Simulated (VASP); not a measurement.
# MgS (P6_3mc) in VASP: settings compared, part 2 of 3

VASP 6.6.1.

## (3) Single point, PBE

The input, INCAR:

```
SYSTEM = MgS
ALGO = Normal
EDIFF = 1E-6
ENCUT = 520
GGA = PE
ISIF = 2
ISMEAR = 0
LASPH = .True.
LCHARG = .False.
LREAL = .False.
LWAVE = .False.
NBANDS = 16
NELM = 100
PREC = Accurate
SIGMA = 0.01
```

The input, KPOINTS:

```
k-points
0
Gamma
  6 6 4
  0 0 0
```

The input, POSCAR:

```
MgS
1.0
    4.0286256320      0.0000000000      0.0000000000
   -2.0143128160      3.4888921397      0.0000000000
    0.0000000000      0.0000000000      6.4543927776
Mg S
2 2
Direct
    0.3333333333      0.6666666667     -0.0028727191
    0.6666666667      0.3333333333      0.4971272809
    0.3333333333      0.6666666667      0.3778727191
    0.6666666667      0.3333333333      0.8778727191
```

Potentials or basis: VASP PAW PBE potentials, release 64 (Mg, S).

The run is started by

```console
$ cat potpaw_PBE.64/Mg/POTCAR potpaw_PBE.64/S/POTCAR > POTCAR
$ mpirun -np 1 vasp_std > vasp.out
```

OUTCAR:

```text
SYSTEM = MgS
   EDIFF = 1E-6
   ENCUT = 520
   GGA = PE
   ISIF = 2
   ISMEAR = 0
   LASPH = .True.
   LREAL = .False.
   NELM = 100
   PREC = Accurate

 ion  position               nearest neighbor table
   1  0.333  0.667  0.997-   4 2.45   4 2.45   4 2.45   3 2.46
   2  0.667  0.333  0.497-   3 2.45   3 2.45   3 2.45   4 2.46
   3  0.333  0.667  0.378-   2 2.45   2 2.45   2 2.45   1 2.46
   4  0.667  0.333  0.878-   1 2.45   1 2.45   1 2.45   2 2.46

  LATTYP: Found a hexagonal cell.
 ALAT       =     4.0286256320
 C/A-ratio  =     1.6021326793

  Lattice vectors:

 A1 = (   4.0286256320,   0.0000000000,   0.0000000000)
 A2 = (  -2.0143128160,   3.4888921397,   0.0000000000)
 A3 = (   0.0000000000,   0.0000000000,   6.4543927776)

Analysis of symmetry for initial positions (statically):
=====================================================================
 Subroutine PRICEL returns:
 Original cell was already a primitive cell.

 Routine SETGRP: Setting up the symmetry group for a
 hexagonal supercell.

 Subroutine GETGRP returns: Found 12 space group operations
 (whereof  6 operations were pure point group operations)
 out of a pool of 24 trial point group operations.

The static configuration has the point symmetry C_3v.
 The point group associated with its full space group is C_6v.

Analysis of symmetry for dynamics (positions and initial velocities):
=====================================================================
 Subroutine PRICEL returns:
 Original cell was already a primitive cell.

 Routine SETGRP: Setting up the symmetry group for a
 hexagonal supercell.

 Subroutine GETGRP returns: Found 12 space group operations
 (whereof  6 operations were pure point group operations)
 out of a pool of 24 trial point group operations.

The dynamic configuration has the point symmetry C_3v.
 The point group associated with its full space group is C_6v.

 Subroutine INISYM returns: Found 12 space group operations
 (whereof  6 operations are pure point group operations),
 and found     1 'primitive' translations

----------------------------------------------------------------------------------------

                                     Primitive cell

  volume of cell :      90.7193

  direct lattice vectors                    reciprocal lattice vectors
     4.028625632  0.000000000  0.000000000     0.248223611  0.143311968  0.000000000
    -2.014312816  3.488892140  0.000000000     0.000000000  0.286623937  0.000000000
     0.000000000  0.000000000  6.454392778     0.000000000  0.000000000  0.154933242

  length of vectors
     4.028625632  4.028625632  6.454392778     0.286623937  0.286623937  0.154933242

  position of ions in fractional coordinates (direct lattice)
     0.333333333  0.666666667  0.997127281
     0.666666667  0.333333333  0.497127281
     0.333333333  0.666666667  0.377872719
     0.666666667  0.333333333  0.877872719

  ion indices of the primitive-cell ions
   primitive index   ion index
                 1           1
[... 23 lines left out ...]
     0.000000000  0.000000000  0.000000000

 Subroutine IBZKPT returns following result:
 ===========================================

 Found     21 irreducible k-points:

 Following reciprocal coordinates:
            Coordinates               Weight
  0.000000  0.000000  0.000000      1.000000
  0.166667  0.000000  0.000000      6.000000
  0.333333  0.000000  0.000000      6.000000
  0.500000  0.000000  0.000000      3.000000
  0.166667  0.166667  0.000000      6.000000
  0.333333  0.166667  0.000000     12.000000
[... 13 lines left out ...]
  0.333333  0.166667  0.500000     12.000000
  0.333333  0.333333  0.500000      2.000000
   k-points           NKPTS =     21   k-points in BZ     NKDIM =     21   number of bands    NBANDS=     16
   number of dos      NEDOS =    301   number of ions     NIONS =      4
   total plane-waves  NPLWV =  43200
   dimension x,y,z NGX =    30 NGY =   30 NGZ =   48
   dimension x,y,z NGXF=    60 NGYF=   60 NGZF=   96
   ions per type =               2   2
   NGX,Y,Z   is equivalent  to a cutoff of  12.38, 12.38, 12.36 a.u.
   NGXF,Y,Z  is equivalent  to a cutoff of  24.76, 24.76, 24.73 a.u.
 SYSTEM =  MgS
   PREC   = accura    normal or accurate (medium, high low for compatibility)
   ISTART =      0    job   : 0-new  1-cont  2-samecut
   ICHARG =      2    charge: 1-file 2-atom 10-const
   ISPIN  =      1    spin polarized calculation?
   LNONCOLLINEAR =      F non collinear calculations
   LSORBIT =      F    spin-orbit coupling
   LASPH  =      T    aspherical Exc in radial PAW
   ENCUT  =  520.0 eV  38.22 Ry    6.18 a.u.   7.49  7.49 12.00*2*pi/ulx,y,z
   NELM   =    100;   NELMIN=  2; NELMDL= -5     # of ELM steps
   EDIFF  = 0.1E-05   stopping-criterion for ELM
   LREAL  =      F    real-space projection
   EDIFFG = 0.1E-04   stopping-criterion for IOM
   NSW    =      0    number of steps for IOM
   IBRION =     -1    ionic relax: 0-MD 1-quasi-New 2-CG
   NFREE  =      0    steps in history (QN), initial steepest desc. (CG)
   ISIF   =      2    stress and relaxation
   ISYM   =      2    0-nonsym 1-usesym 2-fastsym
   POTIM  = 0.5000    time-step for ionic-motion
   TEBEG  =    0.0;   TEEND  =   0.0 temperature during run
   PSTRESS=    0.0 pullay stress
   NELECT =      16.0000    total number of electrons
   NUPDOWN=      -1.0000    fix difference up-down
   EMIN   =  10.00;   EMAX   =-10.00  energy-range for DOS
   EFERMI =   0.00;   METHOD = LEGACY
   ISMEAR =     0;   SIGMA  =   0.01  broadening in eV -4-tet -1-fermi 0-gaus
   EFERMI_NEDOS =   21; number of points for ismear=-14 and -15
   IALGO  =     38    algorithm
   IMIX   =      4    mixing-type and parameters
     AMIX     =   0.40;   BMIX     =  1.00
     AMIX_MAG =   1.60;   BMIX_MAG =  1.00
  volume/ion in A,a.u.               =      22.68       153.05
  Fermi-wavevector in a.u.,A,eV,Ry     =   0.918082  1.734924 11.468008  0.842875
  Thomas-Fermi vector in A             =   2.043124
   LORBIT       =      0    0 simple, 1 ext, 2 COOP (PROOUT), +10 PAW based schemes
   GGA     = PE    functional components
   LHFCALC =     F    Hartree Fock is set to
   AEXX    =    0.0000 exact exchange contribution
   IVDW    =     0    specifies the selected vdW correction
   LEPSILON=     F    determine dielectric tensor
   LRPA    =     F    only Hartree local field effects (RPA)
 non-spin polarized calculation
 Gauss-broadening in eV      SIGMA  =   0.01
  energy-cutoff  :      520.00
  volume of cell :       90.72
 maximum number of plane-waves:      2463
 NGX is ok and might be reduce to    30
   NGX = 15   NGY = 15   NGZ = 25

 number of electron      16.0000003 magnetization

 Free energy of the ion-electron system (eV)
  ---------------------------------------------------
  ext. energy  EPLUGINS =         0.00000000
  ---------------------------------------------------
  free energy    TOTEN  =       -16.97598726 eV

  energy without entropy =      -16.97598726  energy(sigma->0) =      -16.97598726

 E-fermi :   1.2269     XC(G=0):  -8.3813

 val. band max:        1.1600467223   @ k =   0.0000   0.0000   0.0000
 cond. band min:       4.6250609018   @ k =   0.0000   0.0000   0.0000
 fundamental gap:      3.4650141795
 Fermi energy:         1.2269400875

 k-point     1 :       0.0000    0.0000    0.0000
  band No.  band energies     occupation
      1     -10.2139      2.00000
      2      -9.4928      2.00000
      3      -2.0398      2.00000
      4       0.6374      2.00000
      5       0.6374      2.00000
      6       1.0479      2.00000
[... 376 lines left out ...]
      3      -1.5986      2.00000
      4      -1.5986      2.00000
      5      -0.7943      2.00000
      6      -0.7943      2.00000
[... 8 lines left out ...]
     15      10.5022      0.00000
     16      10.5022      0.00000

------------------------ aborting loop because EDIFF is reached ----------------------------------------

  FORCE on cell =-STRESS in cart. coord.  units (eV):
  Direction    XX          YY          ZZ          XY          YZ          ZX
  --------------------------------------------------------------------------------------
  -------------------------------------------------------------------------------------
  Total        0.5272879      0.5272879      0.4965708      0.0000000     -0.0000000      0.0000000
  in kB        9.3123348      9.3123348      8.7698444      0.0000000     -0.0000000      0.0000000
  external PRESSURE =       9.1315047 kB  Pullay stress =       0.0000000 kB

 VOLUME and BASIS-vectors are now :
 -----------------------------------------------------------------------------
  energy-cutoff  :      520.00
  volume of cell :       90.72
      direct lattice vectors                 reciprocal lattice vectors
     4.028625632  0.000000000  0.000000000     0.248223611  0.143311968  0.000000000
    -2.014312816  3.488892140  0.000000000     0.000000000  0.286623937  0.000000000
     0.000000000  0.000000000  6.454392778     0.000000000  0.000000000  0.154933242

 POSITION                                       TOTAL-FORCE (eV/Angst)
 -----------------------------------------------------------------------------------
     -0.00000      2.32593      6.43585        -0.000000      0.000000     -0.003799
      2.01431      1.16296      3.20865         0.000000     -0.000000     -0.003799
     -0.00000      2.32593      2.43894        -0.000000      0.000000      0.003799
      2.01431      1.16296      5.66614         0.000000      0.000000      0.003799
 -----------------------------------------------------------------------------------
    total drift:                               -0.000000      0.000000      0.000498

  FREE ENERGIE OF THE ION-ELECTRON SYSTEM (eV)
  ---------------------------------------------------
  free  energy   TOTEN  =       -16.9759872572 eV

  energy  without entropy=      -16.9759872572  energy(sigma->0) =      -16.97598726
```

Run time: 26 s. Hardware: 1 thread of Intel Xeon Platinum 8375C at 2.90GHz (Ice Lake), shared host; peak memory 0.19 GiB.

Results:

```yaml
Free_energy: -16.9760 eV
Pressure: 0.9 GPa
Largest_force: 0.004 eV/Å
Band_gap_on_the_k_mesh: 3.47 eV
```

Forces on the atoms (eV/Å):
```
Mg   0.000  0.000 -0.004
Mg   0.000  0.000 -0.004
S    0.000  0.000  0.004
S    0.000  0.000  0.004
```

## (4) Single point, LDA

The input, INCAR:

```
PREC = Accurate
ENCUT = 520
EDIFF = 1E-6
ISMEAR = 0
SIGMA = 0.01
LREAL = False
LASPH = True
NELM = 100
ALGO = Normal
ISIF = 2
LWAVE = False
LCHARG = False
GGA = CA
NBANDS = 16
```

The input, KPOINTS:

```
regular mesh
0
Gamma
  6 6 4
```

POSCAR is that of step 3.

Potentials or basis: VASP PAW LDA potentials, release 64 (Mg, S).

The run is started by

```console
$ cat potpaw_LDA.64/Mg/POTCAR potpaw_LDA.64/S/POTCAR > POTCAR
$ mpirun -np 1 vasp_std > vasp.out
```

Wall time 20 s (1 thread of Intel Xeon Platinum 8375C at 2.90GHz (Ice Lake), shared host); peak memory 0.18 GiB.

Results (log left out):

- Free energy: -18.7948 eV
- Pressure: -2.4 GPa
- Band gap on the k mesh: 3.19 eV

Forces in eV/Å, atoms in the order of the input:
```
Mg   0.000  0.000  0.002
Mg   0.000  0.000  0.002
S    0.000  0.000 -0.002
S    0.000  0.000 -0.002
```

Levels at points of the mesh, in eV from the valence-band top:
```tsv
k point	band 4	band 5	band 6	band 7	band 8	band 9	band 10	band 11	band 12	band 13
(0.00, 0.00, 0.00)	-0.53	-0.53	-0.11	-0.11	0.00	3.19	4.49	7.34	7.34	8.03
(0.50, 0.00, 0.00)	-2.48	-1.91	-1.22	-0.95	-0.44	4.54	5.00	5.60	7.34	8.10
(0.00, 0.00, 0.50)	-1.96	-0.33	-0.33	-0.33	-0.33	4.70	4.70	7.41	7.41	7.50
(0.50, 0.00, 0.50)	-3.16	-0.87	-0.87	-0.81	-0.81	4.43	4.43	6.12	6.12	9.07
```

[end of part 2 of 3]
